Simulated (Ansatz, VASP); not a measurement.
# One calculation of PbO, two programs

Contents of INCAR:

```
SYSTEM = PbO
PREC = Accurate
ENCUT = 520
EDIFF = 1E-6
ISMEAR = 0
SIGMA = 0.05
LREAL = .False.
LASPH = .True.
NELM = 100
ALGO = Normal
ISIF = 2
LWAVE = .False.
LCHARG = .False.
GGA = PE
NBANDS = 28
```

Contents of KPOINTS:

```
Automatic mesh
0
Gamma
  8 8 6
  0 0 0
```

File POSCAR:

```
PbO
1.0
    3.9744000000      0.0000000000      0.0000000000
    0.0000000000      3.9744000000      0.0000000000
    0.0000000000      0.0000000000      4.8713400000
Pb O
2 2
Direct
    0.0000000000      0.5000000000      0.2351000000
    0.5000000000      0.0000000000      0.7649000000
    0.0000000000      0.0000000000      0.0000000000
    0.5000000000      0.5000000000      0.0000000000
```

Input for Ansatz:

```yaml
crystal:
  lattice:
    - [3.9744, 0.0, 0.0]
    - [0.0, 3.9744, 0.0]
    - [0.0, 0.0, 4.87134]
  atoms:
    - { symbol: Pb, position: [0.0, 0.5, 0.2351] }
    - { symbol: Pb, position: [0.5, 0.0, 0.7649] }
    - { symbol: O, position: [0.0, 0.0, 0.0] }
    - { symbol: O, position: [0.5, 0.5, 0.0] }
basis:
  ecutwfc: 420
kpoints:
  mp_grid: { grid: [8, 8, 6] }
hamiltonian:
  xc: pbe
scf:
  occupations: { method: gaussian, width: 0.05 }
output:
  forces: true
  stress: true
  eigenvalues: true
```

Change from the starting cell: strain +0.000 along x and y, -0.030 along z, atoms carried along.

Alike in both runs: task single point; functional PBE; k mesh 8 × 8 × 6; occupations gaussian, width 0.05 eV; no spin polarisation.

```csv
,VASP,Ansatz
version,VASP 6.6.1,Ansatz 0.2.0
potentials or method,"VASP PAW PBE potentials, release 64 (Pb_d, O), cutoff 520 eV","scalar-relativistic, plane waves, PAW"
valence electrons in the cell,40,40
```

VASP gave:

```
gap on the k mesh at the Fermi level (eV)                     : 1.28
least direct gap on the mesh (eV)                             : 2.32
pressure (GPa)                                                : 7.6
traceless stress, the component that is largest in VASP (GPa) : -0.26
rms of the force components (eV/Å)                            : 0.420
```

Estimate Ansatz's values.

gap on the k mesh at the Fermi level (eV): 1.27; least direct gap on the mesh (eV): 2.34; pressure (GPa): 7.5; traceless stress, the component that is largest in VASP (GPa): -0.23; rms of the force components (eV/Å): 0.400.

Atom by atom the forces differ by 0.020 eV/Å (rms over components). With one functional, cell and mesh, what is left measures potentials, basis and numerics.

Spin-orbit coupling is off throughout.
